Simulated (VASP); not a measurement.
# W in VASP: further runs, part 2 of 2

VASP 6.6.1.

### 3 Relaxation of cell and atoms, PBE

This run uses another cell than the first one, of 16.17 Å³/atom, 1.002 times its volume.

The input, INCAR:

```
  PREC = Accurate
  ENCUT = 600
  EDIFF = 1E-6
  ISMEAR = 0
  SIGMA = 0.1
  LREAL = F
  LASPH = T
  NELM = 80
  ALGO = Normal
  ISIF = 3
  LWAVE = F
  LCHARG = F
  GGA = PE
  IBRION = 2
  NSW = 80
  EDIFFG = -0.01
```

The input, KPOINTS:

```
Automatic mesh
0
Gamma
  18 18 18
```

The input, POSCAR:

```
W
1.0
   -1.5929348897      1.5929348897      1.5929348897
    1.5929348897     -1.5929348897      1.5929348897
    1.5929348897      1.5929348897     -1.5929348897
W
1
Direct
    0.0000000000      0.0000000000      0.0000000000
```

Potentials or basis: VASP PAW PBE potentials, release 64 (W_sv).

On the command line:

```bash
> cat potpaw_PBE.64/W_sv/POTCAR > POTCAR
> mpirun -np 1 vasp_std > vasp.out
```

It took 19 s on 1 thread of Intel Xeon 6975P-C (Granite Rapids), shared host; peak memory 0.17 GiB.

It converged, with:

| Property | Result |
| --- | --- |
| Free energy | -12.9514 eV |
| Relaxed volume | 16.16 Å³/atom |
| Relaxed cell | a = 2.759 Å, b = 2.759 Å, c = 2.759 Å, α = 109.47°, β = 109.47°, γ = 109.47° |
| Space group after relaxing (to 0.05 Å) | Im-3m (No. 229) |
| Energy gained by relaxing | 0.0 meV/atom |
| Ionic steps | 3 |
| Pressure after relaxing | 0.0 GPa |
| Band gap on the k mesh | zero (band 7 reaches 16.20 eV, above the bottom of band 8 at 9.97 eV) |

Final structure:
```cif
data_structure
_symmetry_space_group_name_H-M 'P 1'
_symmetry_Int_Tables_number 1
_cell_length_a 2.7587
_cell_length_b 2.7587
_cell_length_c 2.7587
_cell_angle_alpha 109.471
_cell_angle_beta 109.471
_cell_angle_gamma 109.471
_cell_volume 16.16
loop_
_atom_site_label
_atom_site_type_symbol
_atom_site_fract_x
_atom_site_fract_y
_atom_site_fract_z
_atom_site_occupancy
W1 W 0.00000 0.00000 0.00000 1
```

Levels at points of the mesh, in eV from the Fermi level:
| k point | band 5 | band 6 | band 7 | band 8 | band 9 | band 10 |
| --- | --- | --- | --- | --- | --- | --- |
| (0.00, 0.00, 0.00) | -9.53 | -1.19 | -1.19 | -1.19 | 2.22 | 2.22 |
| (0.50, 0.00, 0.00) | -6.15 | -3.47 | 0.61 | 2.10 | 3.06 | 5.98 |
| (0.50, 0.50, 0.50) | -5.68 | -5.68 | 5.03 | 5.03 | 5.03 | 8.09 |

Caveat: spin-orbit coupling is left out, which moves the levels of the heavy elements.

### 4 Single point, PBE

This run uses another cell than the first one: it holds 3 atoms, not 1.

The input, INCAR:

```
  ALGO = Fast
  EDIFF = 1E-6
  ENCUT = 520
  GGA = PE
  ISIF = 2
  ISMEAR = 0
  LASPH = True
  LCHARG = False
  LREAL = False
  LWAVE = False
  NBANDS = 28
  NELM = 60
  PREC = Accurate
  SIGMA = 0.1
```

The input, KPOINTS:

```
k-points
0
Gamma
  14 14 14
```

The input, POSCAR:

```
W
1.0
    3.1827431476      0.0000000000      0.0000000000
    0.0000000000      3.1827431476      0.0000000000
   -1.5913715738     -1.5913715738      4.7794831714
W
3
Direct
    0.0000000000      0.0000000000      0.0000000000
    0.3333333333      0.3333333333      0.6666666667
    0.6666666667      0.6666666667      0.3333333333
```

On the command line:

```bash
> cat potpaw_PBE.64/W_sv/POTCAR > POTCAR
> mpirun -np 1 vasp_std > vasp.out
```

Wall time 99 s (1 thread of Intel Xeon 6975P-C (Granite Rapids), shared host); peak memory 0.34 GiB.

Results (log left out):

```yaml
Free_energy: -38.8667 eV
Pressure: 0.5 GPa
Band_gap_on_the_k_mesh: zero (band 21 reaches 12.62 eV, above the bottom of band 22 at 10.31 eV)
```

Levels at points of the mesh, in eV from the Fermi level:
| k point | band 19 | band 20 | band 21 | band 22 | band 23 | band 24 |
| --- | --- | --- | --- | --- | --- | --- |
| (0.00, 0.00, 0.00) | -1.25 | -1.23 | 0.86 | 0.86 | 0.86 | 0.86 |
| (0.50, 0.00, 0.00) | -1.83 | -1.83 | 0.32 | 0.32 | 0.58 | 2.05 |
| (0.50, 0.50, 0.00) | -1.85 | -1.85 | 0.58 | 2.07 | 2.87 | 2.87 |
| (0.00, 0.00, 0.50) | -1.20 | -1.20 | -0.75 | -0.75 | -0.06 | -0.06 |

Caveat: spin-orbit coupling is left out, which moves the levels of the heavy elements.

### 5 Single point, PBE

This run uses another cell than the first one, of 17.53 Å³/atom, 1.087 times its volume.

The input, INCAR:

```
PREC = Accurate
ENCUT = 500
EDIFF = 1E-6
ISMEAR = 0
SIGMA = 0.1
LREAL = False
LASPH = True
NELM = 120
ALGO = Normal
ISIF = 2
LWAVE = False
LCHARG = False
GGA = PE
NBANDS = 13
GGA_COMPAT = False
```

The input, KPOINTS:

```
regular mesh
0
Gamma
  8 8 8
```

The input, POSCAR:

```
W
1.0
   -1.6365553594      1.6365553594      1.6365553594
    1.6365553594     -1.6365553594      1.6365553594
    1.6365553594      1.6365553594     -1.6365553594
W
1
Direct
    0.0000000000      0.0000000000      0.0000000000
```

Potentials or basis: VASP PAW PBE potentials, release 64 (W_sv).

On the command line:

```bash
> cat potpaw_PBE.64/W_sv/POTCAR > POTCAR
> mpirun -np 1 vasp_std > vasp.out
```

OUTCAR:

```text
PREC = Accurate
   ENCUT = 500
   EDIFF = 1E-6
   ISMEAR = 0
   LREAL = False
   LASPH = True
   NELM = 120
   ISIF = 2
   GGA = PE

 ion  position               nearest neighbor table
   1  0.000  0.000  0.000-

  LATTYP: Found a body centered cubic cell.
 ALAT       =     3.2731107188

  Lattice vectors:

 A1 = (  -1.6365553594,   1.6365553594,   1.6365553594)
 A2 = (   1.6365553594,  -1.6365553594,   1.6365553594)
[... 563 lines left out ...]
     12      24.6740      0.00000
     13      26.0496      0.00000

 [... further k-points ...]

------------------------ aborting loop because EDIFF is reached ----------------------------------------

  FORCE on cell =-STRESS in cart. coord.  units (eV):
  Direction    XX          YY          ZZ          XY          YZ          ZX
  --------------------------------------------------------------------------------------
  -------------------------------------------------------------------------------------
  Total       -2.2798559     -2.2798559     -2.2798559     -0.0000000      0.0000000     -0.0000000
  in kB     -208.3367537   -208.3367537   -208.3367537     -0.0000000      0.0000000     -0.0000000
  external PRESSURE =    -208.3367537 kB  Pullay stress =       0.0000000 kB

 VOLUME and BASIS-vectors are now :
 -----------------------------------------------------------------------------
  energy-cutoff  :      500.00
  volume of cell :       17.53
      direct lattice vectors                 reciprocal lattice vectors
    -1.636555359  1.636555359  1.636555359     0.000000000  0.305519760  0.305519760
     1.636555359 -1.636555359  1.636555359     0.305519760  0.000000000  0.305519760
     1.636555359  1.636555359 -1.636555359     0.305519760  0.305519760  0.000000000

 POSITION                                       TOTAL-FORCE (eV/Angst)
 -----------------------------------------------------------------------------------
      0.00000      0.00000      0.00000         0.000000      0.000000     -0.000000
 -----------------------------------------------------------------------------------
    total drift:                                0.000000      0.000000     -0.000000

  FREE ENERGIE OF THE ION-ELECTRON SYSTEM (eV)
  ---------------------------------------------------
  free  energy   TOTEN  =       -12.8620517464 eV

  energy  without entropy=      -12.8620478933  energy(sigma->0) =      -12.86204982
```

OSZICAR:

```text
N       E                     dE             d eps       ncg     rms          rms(c)
DAV:   1     0.827251880267E+02    0.82725E+02   -0.72897E+03   754   0.117E+03
DAV:   2    -0.119113306531E+02   -0.94637E+02   -0.90973E+02   839   0.305E+02
DAV:   3    -0.135466600693E+02   -0.16353E+01   -0.16288E+01   799   0.389E+01
DAV:   4    -0.135536538690E+02   -0.69938E-02   -0.69936E-02   839   0.287E+00
DAV:   5    -0.135537237140E+02   -0.69845E-04   -0.69846E-04   819   0.268E-01    0.173E+01
DAV:   6    -0.129942878681E+02    0.55944E+00   -0.51570E-01   769   0.929E+00    0.625E+00
DAV:   7    -0.128663661916E+02    0.12792E+00   -0.22381E-01   814   0.577E+00    0.812E-01
DAV:   8    -0.128620178855E+02    0.43483E-02   -0.39545E-03   774   0.758E-01    0.152E-01
DAV:   9    -0.128620578164E+02   -0.39931E-04   -0.49253E-05   847   0.801E-02    0.617E-02
DAV:  10    -0.128620508888E+02    0.69276E-05   -0.79949E-06   799   0.385E-02    0.170E-02
DAV:  11    -0.128620517464E+02   -0.85760E-06   -0.16045E-07   467   0.417E-03
   1 F= -.12862052E+02 E0= -.12862050E+02  d E =-.385304E-05
```

stdout:

```text
POSCAR found type information on POSCAR W
 POSCAR found :  1 types and       1 ions
 scaLAPACK will be used
 LDA part: xc-table for (Slater+PW92), standard interpolation
 POSCAR, INCAR and KPOINTS ok, starting setup
 FFT: planning ... GRIDC
 FFT: planning ... GRID_SOFT
 FFT: planning ... GRID
 WAVECAR not read
 entering main loop
```

Run time: 4.7 s. Hardware: 1 thread of Intel Xeon Platinum 8375C at 2.90GHz (Ice Lake), shared host; peak memory 0.13 GiB.

Results:

| Quantity | Value |
| --- | --- |
| Free energy | -12.8621 eV |
| Pressure | -20.8 GPa |
| Band gap on the k mesh | zero (band 7 reaches 14.52 eV, above the bottom of band 8 at 8.97 eV) |

Caveat: spin-orbit coupling is left out, which moves the levels of the heavy elements.

### 6 The runs side by side

```tsv
task	cell	k mesh	cutoff (eV)	gap on the mesh (eV)	pressure (GPa)
single point	a = 2.757 Å, angles 109.5°, 1 atom	18 × 18 × 18	520	none	0.5
relaxation of cell and atoms	relaxed from a = 2.759 Å, angles 109.5°, 1 atom	18 × 18 × 18	600	none	0.0
single point	a = 3.183, b = 3.183, c = 5.283 Å, angles 107.5, 107.5, 90.0°, 3 atoms	14 × 14 × 14	520	none	0.5
single point	a = 2.835 Å, angles 109.5°, 1 atom	8 × 8 × 8	500	none	-20.8
```

Alike in all rows: level PBE; potentials or basis VASP PAW PBE potentials, release 64 (W_sv); no spin polarisation; smearing gaussian 0.1 eV.

Caveats: spin-orbit coupling is left out, which moves the levels of the heavy elements.

Total energies depend on the potentials used, so only differences within one code and one set of settings carry meaning.
